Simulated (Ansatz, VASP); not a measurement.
**Two plane-wave programs on Be7Te**

File INCAR:

```
PREC = Accurate
ENCUT = 600
EDIFF = 1E-6
ISMEAR = 1
SIGMA = 0.1
LREAL = F
LASPH = T
NELM = 120
ALGO = Normal
ISIF = 2
LWAVE = F
LCHARG = F
GGA = PE
NBANDS = 20
GGA_COMPAT = F
```

KPOINTS

```
regular mesh
0
Gamma
  12 12 10
```

The input POSCAR:

```
Be7Te
1.0
    5.4202832055      0.0000000000      0.0000000000
   -2.7101416028      4.6941029517      0.0000000000
    0.0000000000      0.0000000000      3.6038581005
Be Te
7 1
Direct
    0.9606875665      0.4803437832      0.0000000000
    0.5196562168      0.0393124335      0.0000000000
    0.5196562168      0.4803437832      0.0000000000
    0.2074387266      0.7925612734      0.5000000000
    0.2074387266      0.4148774531      0.5000000000
    0.5851225469      0.7925612734      0.5000000000
    0.6666666667      0.3333333333      0.5000000000
    0.0000000000      0.0000000000      0.0000000000
```

Input for Ansatz:

```yaml
crystal:
  lattice:
    - [5.4202832055, 0.0, 0.0]
    - [-2.7101416028, 4.6941029517, 0.0]
    - [0.0, 0.0, 3.6038581005]
  atoms:
    - { symbol: Be, position: [0.9606875665, 0.4803437832, 0.0] }
    - { symbol: Be, position: [0.5196562168, 0.0393124335, 0.0] }
    - { symbol: Be, position: [0.5196562168, 0.4803437832, 0.0] }
    - { symbol: Be, position: [0.2074387266, 0.7925612734, 0.5] }
    - { symbol: Be, position: [0.2074387266, 0.4148774531, 0.5] }
    - { symbol: Be, position: [0.5851225469, 0.7925612734, 0.5] }
    - { symbol: Be, position: [0.6666666667, 0.3333333333, 0.5] }
    - { symbol: Te, position: [0.0, 0.0, 0.0] }
basis:
  ecutwfc: 420
  xc_grid: 1
kpoints:
  mp_grid: { grid: [12, 12, 10] }
hamiltonian:
  xc: pbe
scf:
  occupations: { method: cold, width: 0.01 }
output:
  forces: true
  eigenvalues: true
  stress: true
```

Alike in both runs: task single point; functional PBE; k mesh 12 × 12 × 10; no spin polarisation.

```csv
,VASP,Ansatz
version,VASP 6.6.1,Ansatz 0.2.0
potentials or method,"VASP PAW PBE potentials, release 64 (Be, Te), cutoff 600 eV","scalar-relativistic, plane waves, PAW"
occupations,"methfessel-paxton of order 1, width 0.1 eV","cold, width 0.01 eV"
valence electrons in the cell,20,30
```

```csv
,VASP,Ansatz,Ansatz less VASP
gap on the k mesh at the Fermi level (eV),none,none,-
pressure (GPa),0.1,0.0,-0.13
"traceless stress, the component that is largest in VASP (GPa)",-0.16,-0.19,-0.027
rms of the force components (eV/Å),0.010,0.011,+0.0008
```

Atom by atom the forces differ by 0.001 eV/Å (rms over components). A gap of «none» marks a metal or a gap that the smearing closes. VASP's potentials hold 20 valence electrons a cell and Ansatz's 30, so a difference there can come from the potentials and not from the codes.

Neither program's run includes spin-orbit coupling.
